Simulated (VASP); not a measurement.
FeCu: single point with PBE

FeCu:

```
Fe Cu
1.0
     1.43827   -1.98793    0.00000
     1.43827    1.98793    0.00000
     0.00000    0.00000    4.13814
Fe Cu
1 1
Direct
  0.00000 0.00000 0.00000
  0.50000 0.50000 0.50000
```

```json
{
 "Program": "VASP 6.6.1",
 "Task": "single point",
 "Functional": "PBE",
 "Potentials or basis": "VASP PAW PBE potentials, release 64 (Fe, Cu)",
 "Cutoff": "520 eV",
 "k mesh": "12 × 12 × 7",
 "Occupations": "fermi-dirac, width 0.03 eV",
 "Spin": "collinear spin, ferromagnetic start",
 "Starting moments": "[3.0, 0.0] μB",
 "Dipole correction": "no",
 "k mesh for the DOS": "18 × 18 × 11",
 "Occupations for the DOS": "tetrahedron",
 "Further INCAR settings": "ALGO = Normal; EDIFF = 1e-07; NBANDS = 20"
}
```

```yaml
Net_moment: 2.61 μB per cell
Site_moments: Fe +2.54; Cu +0.06 μB
Valence_electrons_inside_the_program's_atomic_spheres: Fe 7.12; Cu 10.05
```

Levels at points of the mesh, in eV from the Fermi level:
Spin up:
```csv
k point,band 8,band 9,band 10,band 11,band 12,band 13,band 14,band 15
"(0.00, 0.00, 0.00)",-2.29,-1.33,-1.33,-0.95,-0.62,4.99,17.80,18.50
"(0.50, 0.00, 0.00)",-2.20,-1.51,-1.01,0.43,1.60,9.04,9.22,9.37
"(0.50, 0.50, 0.00)",-1.29,-1.05,0.07,0.11,5.78,8.54,8.67,8.77
```
Spin down:
| k point | band 5 | band 6 | band 7 | band 8 | band 9 | band 10 | band 11 | band 12 |
| --- | --- | --- | --- | --- | --- | --- | --- | --- |
| (0.00, 0.00, 0.00) | -2.46 | -2.19 | -1.46 | -1.12 | -0.54 | 1.43 | 1.50 | 1.71 |
| (0.50, 0.00, 0.00) | -2.33 | -2.09 | -1.84 | -1.45 | 0.56 | 1.37 | 1.82 | 3.38 |
| (0.50, 0.50, 0.00) | -1.53 | -1.02 | 0.05 | 0.08 | 0.80 | 0.92 | 2.42 | 6.69 |

Wall time 5 min on 1 thread of Intel(R) Xeon(R) Platinum 8259CL CPU @ 2.50GHz (Skylake/Cascade Lake), with other jobs on the host, peak memory 0.5 GiB.
